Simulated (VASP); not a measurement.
Here is a VASP 6.6.1 calculation.

Contents of INCAR:

```
ALGO     = Normal         # electronic algorithm
EDIFF    = 1E-7           # SCF threshold, eV
ENCUT    = 520            # plane-wave cutoff, eV
GGA      = PE             # functional
ISIF     = 2              # what is computed and relaxed
ISMEAR   = 0              # smearing method
LASPH    = True           # aspherical terms in the spheres
LCHARG   = False          # write CHGCAR
LREAL    = False          # projectors in reciprocal space
LWAVE    = False          # write WAVECAR
NBANDS   = 30             # bands
NELM     = 100            # most SCF steps
PREC     = Accurate       # precision mode
SIGMA    = 0.01           # smearing width, eV
```

The input KPOINTS:

```
k-points
0
Gamma
  4 4 4
```

Contents of POSCAR:

```
CsPbCl3
1.0
    5.6770717564      0.0000000000      0.0000000000
    0.0000000000      5.6770717564      0.0000000000
    0.0000000000      0.0000000000      5.6770717564
Cs Pb Cl
1 1 3
Direct
    0.0000000000      0.0000000000      0.0000000000
    0.5000000000      0.5000000000      0.5000000000
    0.5000000000      0.5000000000      0.0000000000
    0.5000000000      0.0000000000      0.5000000000
    0.0000000000      0.5000000000      0.5000000000
```

Potentials or basis: VASP PAW PBE potentials, release 64 (Cs_sv, Pb_d, Cl).

Run with:

```bash
$ cat potpaw_PBE.64/Cs_sv/POTCAR potpaw_PBE.64/Pb_d/POTCAR potpaw_PBE.64/Cl/POTCAR > POTCAR
$ mpirun -np 1 vasp_std > vasp.out
```

Q: Estimate the band gap on the k mesh.

A: 2.10 eV.

Q: What does it give for the pressure?

A: 0.7 GPa.

Caveat: spin-orbit coupling is left out, which moves the levels of the heavy elements. A k mesh can miss the band edges.
